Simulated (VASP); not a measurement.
# GaN (P6_3mc) in VASP: a series of runs, part 2 of 2

VASP 6.6.1.

## 4. Vibrations by perturbation theory, LDA

This run uses another cell than the first one, of 10.80 Å³/atom.

INCAR

```
SYSTEM = GaN
ALGO = Normal ; EDIFF = 1E-8
ENCUT = 520 ; GGA = CA
IBRION = 8 ; ISIF = 2
ISMEAR = 0 ; LASPH = .TRUE.
LCHARG = .TRUE. ; LEPSILON = .TRUE.
LREAL = .FALSE. ; LWAVE = .FALSE.
NELM = 60 ; NSW = 1
PREC = Accurate ; SIGMA = 0.01
```

KPOINTS

```
k-points
0
G
  8 8 5
  0 0 0
```

POSCAR

```
GaN
1.0
    3.1044710869      0.0000000000      0.0000000000
   -1.5522355434      2.6885508265      0.0000000000
    0.0000000000      0.0000000000      5.1765299657
Ga N
2 2
Direct
    0.3333333333      0.6666666667      0.0023042447
    0.6666666667      0.3333333333      0.5023042447
    0.3333333333      0.6666666667      0.3746957553
    0.6666666667      0.3333333333      0.8746957553
```

Potentials or basis: VASP PAW LDA potentials, release 64 (Ga_d, N).

Started as:

```console
$ cat potpaw_LDA.64/Ga_d/POTCAR potpaw_LDA.64/N/POTCAR > POTCAR
$ mpirun -np 1 vasp_std > vasp.out
```

OUTCAR:

```text
SYSTEM = GaN
   EDIFF = 1E-8
   ENCUT = 520
   GGA = CA
   IBRION = 8
   ISIF = 2
   ISMEAR = 0
   LASPH = .TRUE.
   LEPSILON = .TRUE.
   LREAL = .FALSE.
   NELM = 60
   NSW = 1
   PREC = Accurate

 ion  position               nearest neighbor table
   1  0.333  0.667  0.002-   4 1.91   4 1.91   4 1.91   3 1.93
   2  0.667  0.333  0.502-   3 1.91   3 1.91   3 1.91   4 1.93
   3  0.333  0.667  0.375-   2 1.91   2 1.91   2 1.91   1 1.93
   4  0.667  0.333  0.875-   1 1.91   1 1.91   1 1.91   2 1.93

  LATTYP: Found a hexagonal cell.
 ALAT       =     3.1044710869
 C/A-ratio  =     1.6674434455

  Lattice vectors:

 A1 = (   3.1044710869,   0.0000000000,   0.0000000000)
 A2 = (  -1.5522355434,   2.6885508265,   0.0000000000)
 A3 = (   0.0000000000,   0.0000000000,   5.1765299657)

Analysis of symmetry for initial positions (statically):
=====================================================================
 Subroutine PRICEL returns:
 Original cell was already a primitive cell.

 Routine SETGRP: Setting up the symmetry group for a
 hexagonal supercell.

 Subroutine GETGRP returns: Found 12 space group operations
[... 911 lines left out ...]
  x     0.00000    -0.00000    -0.00000    11.41040     0.00000     6.96632
  y    11.41040   -11.41040     0.00000    -0.00000     7.25078     0.00000
  z     7.06225     7.06225   -10.84207     0.00000     0.00000    -0.00000

 SECOND DERIVATIVES (NOT SYMMETRIZED)
 ------------------------------------
               1X          1Y          1Z          2X          2Y          2Z          3X          3Y          3Z          4X          4Y          4Z
  1X   -15.208536   -0.000000   -0.000000    0.453681    0.000000   -0.000000    0.980286    0.000000    0.000000   13.774569    0.000000    0.000000
  1Y    -0.000000  -15.208536    0.000000    0.000000    0.453681    0.000000    0.000000    0.980286   -0.000000    0.000000   13.774569   -0.000000
  1Z    -0.000000    0.000000  -22.289621    0.000000    0.000000    8.825513    0.000000   -0.000000    7.803576    0.000000    0.000000    5.660532
  2X     0.453681    0.000000    0.000000  -15.208536   -0.000000    0.000000   13.774569    0.000000    0.000000    0.980286    0.000000   -0.000000
  2Y     0.000000    0.453681    0.000000   -0.000000  -15.208536   -0.000000    0.000000   13.774569    0.000000    0.000000    0.980286    0.000000
  2Z     0.000000   -0.000000    8.825513    0.000000    0.000000  -22.289621   -0.000000   -0.000000    5.660532   -0.000000    0.000000    7.803576
  3X     0.973507    0.000000    0.000000   13.764997    0.000000    0.000000  -15.416594   -0.000000    0.000000    0.678090    0.000000    0.000000
  3Y     0.000000    0.973507    0.000000    0.000000   13.764997   -0.000000   -0.000000  -15.416594    0.000000    0.000000    0.678090    0.000000
  3Z    -0.000000    0.000000    7.796999    0.000000   -0.000000    5.653264    0.000000    0.000000  -19.904575    0.000000   -0.000000    6.454313
  4X    13.764997    0.000000    0.000000    0.973507    0.000000    0.000000    0.678090    0.000000    0.000000  -15.416594   -0.000000    0.000000
  4Y     0.000000   13.764997    0.000000    0.000000    0.973507   -0.000000    0.000000    0.678090    0.000000   -0.000000  -15.416594   -0.000000
  4Z    -0.000000    0.000000    5.653264    0.000000   -0.000000    7.796999    0.000000    0.000000    6.454313    0.000000   -0.000000  -19.904575

 Eigenvectors and eigenvalues of the dynamical matrix
 ----------------------------------------------------

   1 f  =   21.468983 THz   134.893596 2PiTHz  716.128174 cm-1    88.788538 meV
             X         Y         Z           dx          dy          dz
     -0.000000  1.792367  0.011928    -0.000000    0.000000    0.033657
      1.552236  0.896184  2.600193    -0.000000    0.000000   -0.033657
     -0.000000  1.792367  1.939624    -0.000000    0.000000   -0.706305
      1.552236  0.896184  4.527889     0.000000   -0.000000    0.706305
[... 71 lines left out ...]
  12 f/i=    0.003638 THz     0.022859 2PiTHz    0.121353 cm-1     0.015046 meV
             X         Y         Z           dx          dy          dz
     -0.000000  1.792367  0.011928     0.394898    0.510259   -0.000000
      1.552236  0.896184  2.600193     0.394898    0.510259   -0.000000
     -0.000000  1.792367  1.939624     0.177059    0.228783   -0.000000
      1.552236  0.896184  4.527889     0.177059    0.228783   -0.000000

--------------------------------------------------------------------------------------------------------

 MACROSCOPIC STATIC DIELECTRIC TENSOR IONIC CONTRIBUTION
 ------------------------------------------------------
           3.728293     0.000000    -0.000000
           0.000000     3.728293     0.000000
          -0.000000     0.000000     4.573758
 ------------------------------------------------------

 ELASTIC MODULI CONTR FROM IONIC RELAXATION (kBar)
 Direction    XX          YY          ZZ          XY          YZ          ZX
 --------------------------------------------------------------------------------
 XX        -878.8638    329.9879    422.2069     -0.0000      0.0000     -0.0000
 YY         329.9879   -878.8638    422.2069     -0.0000     -0.0000      0.0000
 ZZ         422.2069    422.2069   -649.5409      0.0000      0.0000     -0.0000
 XY          -0.0000     -0.0000      0.0000   -604.4259      0.0000     -0.0000
 YZ           0.0000     -0.0000      0.0000      0.0000   -230.8339     -0.0000
 ZX          -0.0000      0.0000     -0.0000     -0.0000     -0.0000   -249.9985
 --------------------------------------------------------------------------------

 PIEZOELECTRIC TENSOR IONIC CONTR  for field in x, y, z        (C/m^2)
          XX          YY          ZZ          XY          YZ          ZX
  --------------------------------------------------------------------------------
  x    -0.00000     0.00000    -0.00000    -0.00000    -0.00000    -0.90844
  y     0.00000    -0.00000     0.00000     0.00000    -0.87293    -0.00000
  z    -1.05422    -1.05422     1.62186    -0.00000    -0.00000     0.00000
```

Run time: 5.8 min. Hardware: 1 thread of Intel Xeon 6975P-C (Granite Rapids), shared host; peak memory 0.42 GiB.

What came out:

```yaml
Electronic_dielectric_tensor_diagonal: 5.53, 5.53, 5.80
Born_charges_mean_of_the_diagonal: Ga +2.61; N -2.61 e
Highest_phonon_frequency_at_Γ_LO-TO_splitting_left_out: 716 cm⁻¹
```

Phonon frequencies in cm⁻¹ (negative: imaginary):
| q point | frequencies |
| --- | --- |
| (0.000, 0.000, 0.000) | 0 0 0 137 137 347 560 586 586 596 596 716 |

Electronic dielectric tensor:
```
5.53 0.00 0.00
0.00 5.53 0.00
0.00 0.00 5.80
```

Born effective charge tensors (e):
atom 1, Ga
```
2.56 0.00 0.00
0.00 2.56 0.00
0.00 0.00 2.71
```
atom 2, Ga
```
2.56 0.00 0.00
0.00 2.56 0.00
0.00 0.00 2.71
```
atom 3, N
```
-2.56  0.00  0.00
 0.00 -2.56  0.00
 0.00  0.00 -2.71
```
atom 4, N
```
-2.56  0.00  0.00
 0.00 -2.56  0.00
 0.00  0.00 -2.71
```

Caveat: the cell stands under pressure or tension, which shifts response properties.

## 5. Vibrations by perturbation theory, LDA

This run uses another cell than the first one, of 10.88 Å³/atom.

INCAR

```
PREC = Accurate
ENCUT = 520
EDIFF = 1E-8
ISMEAR = 0
SIGMA = 0.01
LREAL = F
LASPH = T
NELM = 60
ALGO = Normal
ISIF = 2
LWAVE = F
LCHARG = F
GGA = CA
NBANDS = 26
IBRION = 8
NSW = 1
LEPSILON = T
```

KPOINTS

```
Automatic mesh
0
Gamma
  8 8 5
```

POSCAR

```
GaN
1.0
    3.1202298234      0.0000000000      0.0000000000
   -1.5601149117      2.7021982927      0.0000000000
    0.0000000000      0.0000000000      5.1636570212
Ga N
2 2
Direct
    0.3333333333      0.6666666667      0.0016151221
    0.6666666667      0.3333333333      0.5016151221
    0.3333333333      0.6666666667      0.3753848779
    0.6666666667      0.3333333333      0.8753848779
```

Potentials or basis: VASP PAW LDA potentials, release 64 (Ga_d, N).

Started as:

```console
$ cat potpaw_LDA.64/Ga_d/POTCAR potpaw_LDA.64/N/POTCAR > POTCAR
$ mpirun -np 1 vasp_std > vasp.out
```

OUTCAR:

```text
PREC = Accurate
   ENCUT = 520
   EDIFF = 1E-8
   ISMEAR = 0
   LREAL = F
   LASPH = T
   NELM = 60
   ISIF = 2
   GGA = CA
   IBRION = 8
   NSW = 1
   LEPSILON = T

 ion  position               nearest neighbor table
   1  0.333  0.667  0.002-   4 1.92   4 1.92   4 1.92   3 1.93
   2  0.667  0.333  0.502-   3 1.92   3 1.92   3 1.92   4 1.93
   3  0.333  0.667  0.375-   2 1.92   2 1.92   2 1.92   1 1.93
   4  0.667  0.333  0.875-   1 1.92   1 1.92   1 1.92   2 1.93

  LATTYP: Found a hexagonal cell.
 ALAT       =     3.1202298234
 C/A-ratio  =     1.6548963741

  Lattice vectors:

 A1 = (   3.1202298234,   0.0000000000,   0.0000000000)
 A2 = (  -1.5601149117,   2.7021982927,   0.0000000000)
 A3 = (   0.0000000000,   0.0000000000,   5.1636570212)

Analysis of symmetry for initial positions (statically):
=====================================================================
 Subroutine PRICEL returns:
 Original cell was already a primitive cell.

 Routine SETGRP: Setting up the symmetry group for a
 hexagonal supercell.

 Subroutine GETGRP returns: Found 12 space group operations
 (whereof  6 operations were pure point group operations)
 out of a pool of 24 trial point group operations.

[... 1004 lines left out ...]
  x     0.00000     0.00000     0.00000    11.02831     0.00000     6.58962
  y    11.02831   -11.02831     0.00000     0.00000     6.87055    -0.00000
  z     6.65661     6.65661   -10.90419     0.00000     0.00000     0.00000

 SECOND DERIVATIVES (NOT SYMMETRIZED)
 ------------------------------------
               1X          1Y          1Z          2X          2Y          2Z          3X          3Y          3Z          4X          4Y          4Z
  1X   -14.908389    0.000000    0.000000    0.470417    0.000000   -0.000000    1.004883    0.000000    0.000000   13.433089    0.000000   -0.000000
  1Y    -0.000000  -14.908389    0.000000   -0.000000    0.470417    0.000000    0.000000    1.004883   -0.000000    0.000000   13.433089    0.000000
  1Z     0.000000    0.000000  -21.904542    0.000000    0.000000    8.725110    0.000000   -0.000000    7.703040    0.000000   -0.000000    5.476392
  2X     0.470417    0.000000    0.000000  -14.908389    0.000000    0.000000   13.433089    0.000000    0.000000    1.004883    0.000000   -0.000000
  2Y    -0.000000    0.470417    0.000000   -0.000000  -14.908389    0.000000   -0.000000   13.433089   -0.000000    0.000000    1.004883    0.000000
  2Z     0.000000    0.000000    8.725110    0.000000   -0.000000  -21.904542    0.000000    0.000000    5.476392   -0.000000    0.000000    7.703040
  3X     0.989443    0.000000    0.000000   13.416087    0.000000    0.000000  -15.085272    0.000000   -0.000000    0.679741    0.000000    0.000000
  3Y     0.000000    0.989443    0.000000    0.000000   13.416087    0.000000    0.000000  -15.085272    0.000000    0.000000    0.679741   -0.000000
  3Z     0.000000    0.000000    7.696180    0.000000    0.000000    5.467246    0.000000    0.000000  -19.574912    0.000000    0.000000    6.411486
  4X    13.416087   -0.000000   -0.000000    0.989443   -0.000000   -0.000000    0.679741    0.000000   -0.000000  -15.085272    0.000000    0.000000
  4Y    -0.000000   13.416087    0.000000    0.000000    0.989443   -0.000000   -0.000000    0.679741    0.000000    0.000000  -15.085272   -0.000000
  4Z     0.000000   -0.000000    5.467246    0.000000    0.000000    7.696180    0.000000    0.000000    6.411486    0.000000    0.000000  -19.574912

 Eigenvectors and eigenvalues of the dynamical matrix
 ----------------------------------------------------

   1 f  =   21.318793 THz   133.949929 2PiTHz  711.118403 cm-1    88.167405 meV
             X         Y         Z           dx          dy          dz
     -0.000000  1.801466  0.008340    -0.000000   -0.000000    0.035454
      1.560115  0.900733  2.590168    -0.000000   -0.000000   -0.035454
     -0.000000  1.801466  1.938359    -0.000000   -0.000000   -0.706217
      1.560115  0.900733  4.520187     0.000000    0.000000    0.706217
[... 71 lines left out ...]
  12 f/i=    0.007300 THz     0.045869 2PiTHz    0.243513 cm-1     0.030192 meV
             X         Y         Z           dx          dy          dz
     -0.000000  1.801466  0.008340    -0.640318   -0.078879    0.000000
      1.560115  0.900733  2.590168    -0.640318   -0.078879    0.000000
     -0.000000  1.801466  1.938359    -0.287260   -0.035387    0.000000
      1.560115  0.900733  4.520187    -0.287260   -0.035387    0.000000

--------------------------------------------------------------------------------------------------------

 MACROSCOPIC STATIC DIELECTRIC TENSOR IONIC CONTRIBUTION
 ------------------------------------------------------
           3.803577    -0.000000     0.000000
          -0.000000     3.803577     0.000000
           0.000000     0.000000     4.641290
 ------------------------------------------------------

 ELASTIC MODULI CONTR FROM IONIC RELAXATION (kBar)
 Direction    XX          YY          ZZ          XY          YZ          ZX
 --------------------------------------------------------------------------------
 XX        -818.6457    325.1312    405.6668      0.0000     -0.0000     -0.0000
 YY         325.1312   -818.6457    405.6668     -0.0000     -0.0000     -0.0000
 ZZ         405.6668    405.6668   -666.9128      0.0000      0.0000      0.0000
 XY           0.0000     -0.0000      0.0000   -571.8885     -0.0000      0.0000
 YZ           0.0000     -0.0000      0.0000     -0.0000   -208.9855      0.0000
 ZX          -0.0000     -0.0000      0.0000      0.0000      0.0000   -226.7902
 --------------------------------------------------------------------------------

 PIEZOELECTRIC TENSOR IONIC CONTR  for field in x, y, z        (C/m^2)
          XX          YY          ZZ          XY          YZ          ZX
  --------------------------------------------------------------------------------
  x    -0.00000    -0.00000     0.00000     0.00000     0.00000    -0.87394
  y     0.00000    -0.00000     0.00000    -0.00000    -0.83893     0.00000
  z    -1.00699    -1.00699     1.65549    -0.00000    -0.00000    -0.00000
```

OSZICAR:

```text
N       E                     dE             d eps       ncg     rms          rms(c)
DAV:   1     0.275305803470E+03    0.27531E+03   -0.17627E+04  1728   0.261E+03
DAV:   2     0.221085052434E+01   -0.27309E+03   -0.25849E+03  1720   0.495E+02
DAV:   3    -0.311212477132E+02   -0.33332E+02   -0.32906E+02  1804   0.141E+02
DAV:   4    -0.321042998286E+02   -0.98305E+00   -0.97972E+00  1834   0.257E+01
[... 228 lines left out ...]
RMM:  10    -0.245464843496E+00   -0.76920E-07    0.27625E-07  4239   0.353E-04    0.213E-05
RMM:  11    -0.245464886491E+00   -0.42995E-07    0.16576E-07  4214   0.218E-04    0.458E-06
RMM:  12    -0.245464914321E+00   -0.27830E-07    0.68161E-08  4258   0.178E-04    0.171E-06
RMM:  13    -0.245464911243E+00    0.30780E-08    0.45673E-08  4234   0.165E-04    0.372E-07
 Linear response finished
```

stdout:

```text
POSCAR found type information on POSCAR GaN
 POSCAR found :  2 types and       4 ions
 scaLAPACK will be used
[... 104 lines left out ...]
 onal to |phi(0)> (-1.143234665549261E-004,-9.573938863915998E-015)
 LRF_COMMUTATOR internal error: the vector H(1)-e(1) S(1) |phi(0)> is not orthog
 onal to |phi(0)> (1.043040399549416E-004,2.935152121352758E-015)
 LRF_COMMUTATOR internal error: the vector H(1)-e(1) S(1) |phi(0)> is not orthog
 onal to |phi(0)> (-1.004332295720320E-004,-1.703498453409225E-015)
 LRF_COMMUTATOR internal error: the vector H(1)-e(1) S(1) |phi(0)> is not orthog
 onal to |phi(0)> (1.361352100705537E-004,-4.024558464266192E-016)
 LRF_COMMUTATOR internal error: the vector H(1)-e(1) S(1) |phi(0)> is not orthog
 onal to |phi(0)> (1.022939747946598E-004,6.439293542825908E-015)
 LRF_COMMUTATOR internal error: the vector H(1)-e(1) S(1) |phi(0)> is not orthog
 onal to |phi(0)> (1.140613510065488E-004,9.855489369023245
```

It took 6.8 min on 1 thread of Intel Xeon 6975P-C (Granite Rapids), shared host; peak memory 0.47 GiB.

Results:

```
Electronic dielectric tensor (diagonal)                 : 5.57, 5.57, 5.79
Born charges (mean of the diagonal)                     : Ga +2.62; N -2.62 e
Highest phonon frequency at Γ, LO-TO splitting left out : 711 cm⁻¹
```

Phonon frequencies in cm⁻¹ (negative: imaginary):
| q point | frequencies |
| --- | --- |
| (0.000, 0.000, 0.000) | 0 0 0 139 139 344 554 580 580 589 589 711 |

Electronic dielectric tensor:
```
5.57 0.00 0.00
0.00 5.57 0.00
0.00 0.00 5.79
```

Born effective charge tensors (e):
atom 1, Ga
```
2.57 0.00 0.00
0.00 2.57 0.00
0.00 0.00 2.71
```
atom 2, Ga
```
2.57 0.00 0.00
0.00 2.57 0.00
0.00 0.00 2.71
```
atom 3, N
```
-2.57  0.00  0.00
 0.00 -2.57  0.00
 0.00  0.00 -2.71
```
atom 4, N
```
-2.57  0.00  0.00
 0.00 -2.57  0.00
 0.00  0.00 -2.71
```

Caveat: the cell stands under pressure or tension, which shifts response properties.
